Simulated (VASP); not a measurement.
# Pt (Fm-3m) in VASP: further runs

Pt is run at these levels: PBE; tasks: single point, relaxation of cell and atoms.

All numbers are computed with VASP 6.6.1; they aren't measurements. Logs are shortened: lines on timing, memory, paths and dates and some standing lists are left out, and cuts for length are marked.

### Step 1. The cell of the first run

The structure is cubic, space group Fm-3m (No. 225). The conventional cell has a = 3.970 Å, b = 3.970 Å, c = 3.970 Å, α = 90.00°, β = 90.00°, γ = 90.00°. Pt (site symmetry m-3m) has 12 Pt at 2.81 Å within 3.7 Å.

### Step 2. Single point, PBE

INCAR reads:

```
SYSTEM = Pt
PREC     = Accurate       ! precision mode
ENCUT    = 520            ! plane-wave cutoff, eV
EDIFF    = 1E-6           ! SCF threshold, eV
ISMEAR   = 0              ! smearing method
SIGMA    = 0.1            ! smearing width, eV
LREAL    = .FALSE.        ! projectors in reciprocal space
LASPH    = .TRUE.         ! aspherical terms in the spheres
NELM     = 80             ! most SCF steps
ALGO     = Normal         ! electronic algorithm
ISIF     = 2              ! what is computed and relaxed
LWAVE    = .FALSE.        ! write WAVECAR
LCHARG   = .FALSE.        ! write CHGCAR
GGA      = PE             ! functional
NBANDS   = 11             ! bands
```

KPOINTS reads:

```
Automatic mesh
0
G
  18 18 18
  0 0 0
```

POSCAR reads:

```
Pt
1.0
    0.0000000000      1.9850569796      1.9850569796
    1.9850569796      0.0000000000      1.9850569796
    1.9850569796      1.9850569796      0.0000000000
Pt
1
Direct
    0.0000000000      0.0000000000      0.0000000000
```

Potentials or basis: VASP PAW PBE potentials, release 64 (Pt).

Started as:

```bash
$ cat potpaw_PBE.64/Pt/POTCAR > POTCAR
$ mpirun -np 1 vasp_std > vasp.out
```

OUTCAR:

```text
SYSTEM = Pt
   PREC = Accurate
   ENCUT = 520
   EDIFF = 1E-6
   ISMEAR = 0
   LREAL = .FALSE.
   LASPH = .TRUE.
   NELM = 80
   ISIF = 2
   GGA = PE

 ion  position               nearest neighbor table
   1  0.000  0.000  0.000-

  LATTYP: Found a face centered cubic cell.
 ALAT       =     3.9701139592

  Lattice vectors:

 A1 = (   0.0000000000,   1.9850569796,   1.9850569796)
 A2 = (   1.9850569796,   0.0000000000,   1.9850569796)
 A3 = (   1.9850569796,   1.9850569796,   0.0000000000)

Analysis of symmetry for initial positions (statically):
=====================================================================
 Subroutine PRICEL returns:
 Original cell was already a primitive cell.

 Routine SETGRP: Setting up the symmetry group for a
 face centered cubic supercell.

 Subroutine GETGRP returns: Found 48 space group operations
 (whereof 48 operations were pure point group operations)
 out of a pool of 48 trial point group operations.

The static configuration has the point symmetry O_h .

Analysis of symmetry for dynamics (positions and initial velocities):
=====================================================================
 Subroutine PRICEL returns:
 Original cell was already a primitive cell.

 Routine SETGRP: Setting up the symmetry group for a
 face centered cubic supercell.

 Subroutine GETGRP returns: Found 48 space group operations
 (whereof 48 operations were pure point group operations)
 out of a pool of 48 trial point group operations.

The dynamic configuration has the point symmetry O_h .

 Subroutine INISYM returns: Found 48 space group operations
 (whereof 48 operations are pure point group operations),
 and found     1 'primitive' translations

----------------------------------------------------------------------------------------

                                     Primitive cell

  volume of cell :      15.6440

  direct lattice vectors                    reciprocal lattice vectors
     0.000000000  1.985056980  1.985056980    -0.251881938  0.251881938  0.251881938
     1.985056980  0.000000000  1.985056980     0.251881938 -0.251881938  0.251881938
     1.985056980  1.985056980  0.000000000     0.251881938  0.251881938 -0.251881938

  length of vectors
     2.807294503  2.807294503  2.807294503     0.436272315  0.436272315  0.436272315

  position of ions in fractional coordinates (direct lattice)
     0.000000000  0.000000000  0.000000000

  ion indices of the primitive-cell ions
   primitive index   ion index
                 1           1

----------------------------------------------------------------------------------------

 KPOINTS: Automatic mesh

Automatic generation of k-mesh.
 Grid dimensions read from file:
 generate k-points for:   18   18   18

 Generating k-lattice:

  Cartesian coordinates                     Fractional coordinates (reciprocal lattice)
    -0.013993441  0.013993441  0.013993441     0.055555556  0.000000000  0.000000000
     0.013993441 -0.013993441  0.013993441     0.000000000  0.055555556  0.000000000
     0.013993441  0.013993441 -0.013993441     0.000000000  0.000000000  0.055555556

  Length of vectors
     0.024237351  0.024237351  0.024237351

  Shift w.r.t. Gamma in fractional coordinates (k-lattice)
     0.000000000  0.000000000  0.000000000

 Subroutine IBZKPT returns following result:
 ===========================================

 Found    195 irreducible k-points:

 Following reciprocal coordinates:
            Coordinates               Weight
  0.000000  0.000000  0.000000      1.000000
  0.055556  0.000000  0.000000      8.000000
  0.111111  0.000000  0.000000      8.000000
  0.166667  0.000000  0.000000      8.000000
  0.222222  0.000000  0.000000      8.000000
  0.277778  0.000000  0.000000      8.000000
[... 16 lines left out ...]
 -0.277778  0.055556  0.000000     24.000000
 -0.222222  0.055556  0.000000     24.000000
 [... further k-points ...]
   k-points           NKPTS =    195   k-points in BZ     NKDIM =    195   number of bands    NBANDS=     11
   number of dos      NEDOS =    301   number of ions     NIONS =      1
   total plane-waves  NPLWV =  13824
   dimension x,y,z NGX =    24 NGY =   24 NGZ =   24
   dimension x,y,z NGXF=    48 NGYF=   48 NGZF=   48
   ions per type =               1
   NGX,Y,Z   is equivalent  to a cutoff of  14.21, 14.21, 14.21 a.u.
   NGXF,Y,Z  is equivalent  to a cutoff of  28.43, 28.43, 28.43 a.u.
 SYSTEM =  Pt
   PREC   = accura    normal or accurate (medium, high low for compatibility)
   ISTART =      0    job   : 0-new  1-cont  2-samecut
   ICHARG =      2    charge: 1-file 2-atom 10-const
   ISPIN  =      1    spin polarized calculation?
   LNONCOLLINEAR =      F non collinear calculations
   LSORBIT =      F    spin-orbit coupling
   LASPH  =      T    aspherical Exc in radial PAW
   ENCUT  =  520.0 eV  38.22 Ry    6.18 a.u.   5.22  5.22  5.22*2*pi/ulx,y,z
   NELM   =     80;   NELMIN=  2; NELMDL= -5     # of ELM steps
   EDIFF  = 0.1E-05   stopping-criterion for ELM
   LREAL  =      F    real-space projection
   EDIFFG = 0.1E-04   stopping-criterion for IOM
   NSW    =      0    number of steps for IOM
   IBRION =     -1    ionic relax: 0-MD 1-quasi-New 2-CG
   NFREE  =      0    steps in history (QN), initial steepest desc. (CG)
   ISIF   =      2    stress and relaxation
   ISYM   =      2    0-nonsym 1-usesym 2-fastsym
   POTIM  = 0.5000    time-step for ionic-motion
   TEBEG  =    0.0;   TEEND  =   0.0 temperature during run
   PSTRESS=    0.0 pullay stress
   NELECT =      10.0000    total number of electrons
   NUPDOWN=      -1.0000    fix difference up-down
   EMIN   =  10.00;   EMAX   =-10.00  energy-range for DOS
   EFERMI =   0.00;   METHOD = LEGACY
   ISMEAR =     0;   SIGMA  =   0.10  broadening in eV -4-tet -1-fermi 0-gaus
   EFERMI_NEDOS =   21; number of points for ismear=-14 and -15
   IALGO  =     38    algorithm
   IMIX   =      4    mixing-type and parameters
     AMIX     =   0.40;   BMIX     =  1.00
     AMIX_MAG =   1.60;   BMIX_MAG =  1.00
  volume/ion in A,a.u.               =      15.64       105.57
  Fermi-wavevector in a.u.,A,eV,Ry     =   1.410236  2.664960 27.058806  1.988766
  Thomas-Fermi vector in A             =   2.532211
   LORBIT       =      0    0 simple, 1 ext, 2 COOP (PROOUT), +10 PAW based schemes
   GGA     = PE    functional components
   LHFCALC =     F    Hartree Fock is set to
   AEXX    =    0.0000 exact exchange contribution
   IVDW    =     0    specifies the selected vdW correction
   LEPSILON=     F    determine dielectric tensor
   LRPA    =     F    only Hartree local field effects (RPA)
 non-spin polarized calculation
 Gauss-broadening in eV      SIGMA  =   0.10
  energy-cutoff  :      520.00
  volume of cell :       15.64
 maximum number of plane-waves:       444
 NGX is ok and might be reduce to    24
   NGX = 11   NGY = 11   NGZ = 11

 number of electron      10.0000002 magnetization

 Free energy of the ion-electron system (eV)
  ---------------------------------------------------
  ext. energy  EPLUGINS =         0.00000000
  ---------------------------------------------------
  free energy    TOTEN  =        -6.10004653 eV

  energy without entropy =       -6.08877172  energy(sigma->0) =       -6.09440913

 E-fermi :  10.5734     XC(G=0): -13.2715

 val. band max:       10.5730275293   @ k =  -0.3333   0.3889   0.1111
 cond. band min:      10.5839468661   @ k =   0.4444   0.1111   0.0000
 fundamental gap:      0.0109193367
 Fermi energy:        10.5733620793

 k-point     1 :       0.0000    0.0000    0.0000
  band No.  band energies     occupation
      1       0.7636      2.00000
      2       7.0036      2.00000
      3       7.0036      2.00000
      4       7.0036      2.00000
      5       9.0313      2.00000
      6       9.0313      2.00000
      7      25.3093      0.00000
      8      30.0686      0.00000
      9      30.0686      0.00000
     10      30.0686      0.00000
     11      35.2807      0.00000

 k-point     2 :       0.0556    0.0000    0.0000
  band No.  band energies     occupation
      1       0.8837      2.00000
      2       6.9513      2.00000
      3       7.0508      2.00000
      4       7.0508      2.00000
      5       9.0053      2.00000
      6       9.0053      2.00000
      7      25.4917      0.00000
      8      29.4024      0.00000
      9      30.2484      0.00000
     10      30.2484      0.00000
     11      35.9953      0.00000

 k-point     3 :       0.1111    0.0000    0.0000
  band No.  band energies     occupation
      1       1.2337      2.00000
      2       6.8167      2.00000
      3       7.1744      2.00000
      4       7.1744      2.00000
      5       8.9500      2.00000
      6       8.9500      2.00000
      7      25.9846      0.00000
      8      28.0016      0.00000
      9      30.7699      0.00000
     10      30.7699      0.00000
     11      36.6228      0.00000

 k-point     4 :       0.1667    0.0000    0.0000
  band No.  band energies     occupation
      1       1.7768      2.00000
      2       6.6662      2.00000
      3       7.3136      2.00000
      4       7.3136      2.00000
      5       8.9368      2.00000
      6       8.9368      2.00000
      7      26.3137      0.00000
      8      26.6706      0.00000
      9      31.5738      0.00000
     10      31.5738      0.00000
     11      35.0346      0.00000
[... 239 lines left out ...]
 k-point    22 :      -0.3333    0.0556    0.0000
  band No.  band energies     occupation
      1       3.6091      2.00000
      2       7.0989      2.00000
      3       7.2055      2.00000
      4       7.6176      2.00000
      5       9.6868      2.00000
      6      10.3873      1.99151
      7      19.9774      0.00000
      8      25.8963      0.00000
      9      29.8532      0.00000
     10      31.7993      0.00000
     11      35.0408      0.00000

 k-point    23 :      -0.2778    0.0556    0.0000
  band No.  band energies     occupation
      1       3.3060      2.00000
      2       6.8492      2.00000
      3       7.2739      2.00000
      4       7.3425      2.00000
      5       9.2230      2.00000
      6       9.9101      2.00000
      7      22.0663      0.00000
      8      26.5571      0.00000
      9      30.7204      0.00000
     10      33.5111      0.00000
     11      33.5212      0.00000

 k-point    24 :      -0.2222    0.0556    0.0000
  band No.  band energies     occupation
      1       2.7504      2.00000
      2       6.5429      2.00000
      3       7.3760      2.00000
      4       7.4394      2.00000
      5       8.8560      2.00000
      6       9.4944      2.00000
      7      24.0522      0.00000
      8      27.0415      0.00000
      9      31.2551      0.00000
     10      32.7695      0.00000
     11      33.9727      0.00000

 [... further k-points ...]
[... 5 lines left out ...]
  --------------------------------------------------------------------------------------
  -------------------------------------------------------------------------------------
  Total       -0.0478648     -0.0478648     -0.0478648      0.0000000      0.0000000      0.0000000
  in kB       -4.9020530     -4.9020530     -4.9020530      0.0000000      0.0000000      0.0000000
  external PRESSURE =      -4.9020530 kB  Pullay stress =       0.0000000 kB

 VOLUME and BASIS-vectors are now :
 -----------------------------------------------------------------------------
  energy-cutoff  :      520.00
  volume of cell :       15.64
      direct lattice vectors                 reciprocal lattice vectors
     0.000000000  1.985056980  1.985056980    -0.251881938  0.251881938  0.251881938
     1.985056980  0.000000000  1.985056980     0.251881938 -0.251881938  0.251881938
     1.985056980  1.985056980  0.000000000     0.251881938  0.251881938 -0.251881938

 POSITION                                       TOTAL-FORCE (eV/Angst)
 -----------------------------------------------------------------------------------
      0.00000      0.00000      0.00000         0.000000      0.000000      0.000000
 -----------------------------------------------------------------------------------
    total drift:                               -0.000000      0.000000      0.000000

  FREE ENERGIE OF THE ION-ELECTRON SYSTEM (eV)
  ---------------------------------------------------
  free  energy   TOTEN  =        -6.1000465283 eV

  energy  without entropy=       -6.0887717229  energy(sigma->0) =       -6.09440913
```

Wall time 17 s (1 thread of Intel Xeon Platinum 8259CL at 2.50GHz (Skylake/Cascade Lake), shared host); peak memory 0.17 GiB.

Results:

```
Free energy            : -6.1000 eV
Pressure               : -0.5 GPa
Band gap on the k mesh : zero (band 5 reaches 11.03 eV, above the bottom of band 6 at 8.94 eV)
```

Caveat: spin-orbit coupling is left out, which moves the levels of the heavy elements.

### Step 3. Relaxation of cell and atoms, PBE

This run uses another cell than the first one, of 15.61 Å³/atom, 0.998 times its volume.

INCAR reads:

```
PREC = Accurate
ENCUT = 600
EDIFF = 1E-6
ISMEAR = 0
SIGMA = 0.1
LREAL = F
LASPH = T
NELM = 100
ALGO = Fast
ISIF = 3
LWAVE = F
LCHARG = F
GGA = PE
IBRION = 2
NSW = 100
EDIFFG = -0.005
```

KPOINTS reads:

```
Automatic mesh
0
Gamma
  18 18 18
```

POSCAR reads:

```
Pt
1.0
    0.0000000000      1.9836410152      1.9836410152
    1.9836410152      0.0000000000      1.9836410152
    1.9836410152      1.9836410152      0.0000000000
Pt
1
Direct
    0.0000000000      0.0000000000      0.0000000000
```

Potentials or basis: VASP PAW PBE potentials, release 64 (Pt).

Started as:

```bash
$ cat potpaw_PBE.64/Pt/POTCAR > POTCAR
$ mpirun -np 1 vasp_std > vasp.out
```

Run time: 31 s. Hardware: 1 thread of Intel Xeon Platinum 8259CL at 2.50GHz (Skylake/Cascade Lake), shared host; peak memory 0.17 GiB.

The run converged. Its results:

* Free energy: -6.1002 eV
* Relaxed volume: 15.62 Å³/atom
* Relaxed cell: a = 2.806 Å, b = 2.806 Å, c = 2.806 Å, α = 60.00°, β = 60.00°, γ = 60.00°
* Space group after relaxing (to 0.05 Å): Fm-3m (No. 225)
* Energy gained by relaxing: 0.0 meV/atom
* Ionic steps: 3
* Pressure after relaxing: 0.0 GPa
* Band gap on the k mesh: zero (band 5 reaches 11.06 eV, above the bottom of band 6 at 8.96 eV)

Final structure:
```
Pt
1.0
     0.00000    1.98388    1.98388
     1.98388    0.00000    1.98388
     1.98388    1.98388    0.00000
Pt
1
Direct
  0.00000 0.00000 0.00000
```

Levels at points of the mesh, in eV from the Fermi level:
| k point | band 3 | band 4 | band 5 | band 6 | band 7 | band 8 |
| --- | --- | --- | --- | --- | --- | --- |
| (0.00, 0.00, 0.00) | -3.58 | -3.58 | -1.55 | -1.55 | 14.73 | 19.50 |
| (0.50, 0.00, 0.00) | -3.64 | -0.33 | 0.03 | 0.03 | 5.58 | 14.29 |
| (0.50, 0.50, 0.00) | 0.00 | 0.45 | 0.45 | 1.85 | 8.51 | 11.28 |

Caveat: spin-orbit coupling is left out, which moves the levels of the heavy elements.

### Step 4. Single point, PBE

This run uses another cell than the first one, of 15.61 Å³/atom, 0.998 times its volume.

INCAR reads:

```
SYSTEM = Pt
  ALGO = Fast
  EDIFF = 1E-6
  ENCUT = 520
  GGA = PE
  ISIF = 2
  ISMEAR = 0
  LASPH = .True.
  LCHARG = .False.
  LREAL = .False.
  LWAVE = .False.
  NBANDS = 11
  NELM = 100
  PREC = Accurate
  SIGMA = 0.1
```

KPOINTS reads:

```
k-points
0
Gamma
  8 8 8
  0 0 0
```

POSCAR reads:

```
Pt
1.0
    0.0000000000      1.9836410160      1.9836410160
    1.9836410160      0.0000000000      1.9836410160
    1.9836410160      1.9836410160      0.0000000000
Pt
1
Direct
    0.0000000000      0.0000000000      0.0000000000
```

Started as:

```bash
$ cat potpaw_PBE.64/Pt/POTCAR > POTCAR
$ mpirun -np 1 vasp_std > vasp.out
```

Run time: 2.8 s. Hardware: 1 thread of Intel Xeon 6975P-C (Granite Rapids), shared host; peak memory 0.14 GiB.

It converged, with:

```yaml
Free_energy: -6.0866 eV
Pressure: -0.7 GPa
Band_gap_on_the_k_mesh: zero (band 5 reaches 11.03 eV, above the bottom of band 6 at 8.94 eV)
```

Levels at points of the mesh, in eV from the Fermi level:
| k point | band 1 | band 2 | band 3 | band 4 | band 5 | band 6 | band 7 | band 8 | band 9 | band 10 |
| --- | --- | --- | --- | --- | --- | --- | --- | --- | --- | --- |
| (0.00, 0.00, 0.00) | -9.76 | -3.54 | -3.54 | -3.54 | -1.51 | -1.51 | 14.81 | 19.58 | 19.58 | 19.58 |
| (0.50, 0.00, 0.00) | -6.91 | -3.60 | -3.60 | -0.26 | 0.07 | 0.07 | 5.63 | 14.37 | 18.81 | 18.81 |
| (0.50, 0.50, 0.00) | -6.65 | -6.22 | 0.03 | 0.49 | 0.49 | 1.92 | 8.56 | 11.36 | 11.36 | 19.79 |

Caveat: spin-orbit coupling is left out, which moves the levels of the heavy elements.

(Continued in part 2 of 2.)
